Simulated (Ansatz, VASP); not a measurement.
Two plane-wave programs on Ta2N

File INCAR:

```
SYSTEM = Ta2N
PREC = Accurate ; ENCUT = 700
EDIFF = 1E-7 ; ISMEAR = 0
SIGMA = 0.1 ; LREAL = .FALSE.
LASPH = .TRUE. ; NELM = 120
ALGO = Normal ; ISIF = 3
LWAVE = .FALSE. ; LCHARG = .FALSE.
GGA = CA ; IBRION = 2
NSW = 100 ; EDIFFG = -0.05
GGA_COMPAT = .FALSE. ; NELMIN = 4
```

The input KPOINTS:

```
Automatic mesh
0
G
  9 9 4
  0 0 0
```

File POSCAR:

```
Ta2N
1.0
    3.1128615100      0.0000000000      0.0000000000
   -1.5564307500      2.6958171400      0.0000000000
    0.0000000000      0.0000000000      4.8698410000
Ta N
2 1
Direct
    0.6666666700      0.3333333300      0.7452890000
    0.3333333300      0.6666666700      0.2547110000
    0.0000000000      0.0000000000      0.0000000000
```

Input for Ansatz:

```yaml
crystal:
  lattice:
    - [3.11286151, 0.0, 0.0]
    - [-1.55643075, 2.69581714, 0.0]
    - [0.0, 0.0, 4.869841]
  atoms:
    - { symbol: Ta, position: [0.66666667, 0.33333333, 0.745289] }
    - { symbol: Ta, position: [0.33333333, 0.66666667, 0.254711] }
    - { symbol: "N", position: [0.0, 0.0, 0.0] }
basis:
  ecutwfc: 420
kpoints:
  mp_grid: { grid: [9, 9, 4] }
hamiltonian:
  xc: lda
  pseudopotentials: { kind: paw, azcp: { folder: soft_1 } }
scf:
  occupations: { method: gaussian, width: 0.1 }
output:
  forces: true
  stress: true
  eigenvalues: true
relax:
  adjacent_minimum: "off"
  f_tol: 0.05
  max_steps: 80
  cell: { stress_tol: 0.5 }
```

Alike in both runs: task relaxation of cell and atoms; functional LDA; k mesh 9 × 9 × 4; occupations gaussian, width 0.1 eV; no spin polarisation.

|  | VASP | Ansatz |
| --- | --- | --- |
| version | VASP 6.6.1 | Ansatz 0.2.0 |
| potentials or method | VASP PAW LDA potentials, release 64 (Ta_sv_GW, N), cutoff 700 eV | scalar-relativistic, plane waves, PAW |
| valence electrons in the cell | 31 | 31 |

```tsv
	VASP	Ansatz	Ansatz less VASP
gap on the k mesh at the Fermi level, each at its own relaxed structure (eV)	none	none	-
relaxed volume (Å³/atom)	13.00	12.98	-0.021
relaxed length of the cell vector where the two differ most in proportion (Å)	4.782	4.777	-0.0050
```

Ansatz warns that its potentials were made for another functional, while VASP's fit it. LDA's correlation is that of Perdew and Zunger in VASP and of Perdew and Wang (1992) in Ansatz. A gap of «none» marks a metal or a gap that the smearing closes.

Neither program's run includes spin-orbit coupling.
